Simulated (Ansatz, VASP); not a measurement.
**One calculation of TiO2, two programs**

```
CELL_PARAMETERS angstrom
-3.77794 0.00000 0.00000
0.00000 -3.77794 0.00000
-0.94449 0.94449 9.58280
ATOMIC_POSITIONS crystal
Ti 0.78125 0.21875 0.87500
Ti 0.40625 0.59375 0.37500
Ti 0.34375 0.15625 0.62500
Ti 0.96875 0.53125 0.12500
O 0.35442 0.64558 0.58230
O 0.97942 0.02058 0.08230
O 0.29192 0.20808 0.83230
O 0.91692 0.58308 0.33230
O 0.39558 0.10442 0.41770
O 0.77058 0.72942 0.91770
O 0.83308 0.16692 0.66770
O 0.45808 0.54192 0.16770
```

Alike in both runs: task single point; functional r2SCAN; k mesh 6 × 6 × 3; occupations gaussian, width 0.05 eV; no spin polarisation.

|  | VASP | Ansatz |
| --- | --- | --- |
| version | VASP 6.6.1 | Ansatz 0.2.0 |
| potentials or method | VASP PAW PBE potentials, release 64 (Ti_sv, O), cutoff 520 eV | scalar-relativistic, plane waves, PAW |
| valence electrons in the cell | 96 | 96 |

```csv
,VASP,Ansatz,Ansatz less VASP
gap on the k mesh at the Fermi level (eV),1.43,1.41,-0.024
least direct gap on the mesh (eV),1.43,1.41,-0.024
pressure (GPa),-0.7,-1.8,-1.15
"traceless stress, the component that is largest in VASP (GPa)",-9.96,-10.11,-0.145
rms of the force components (eV/Å),1.038,1.048,+0.0098
```

VASP's potentials were made for PBE, not for r2SCAN. Atom by atom the forces differ by 0.024 eV/Å (rms over components).
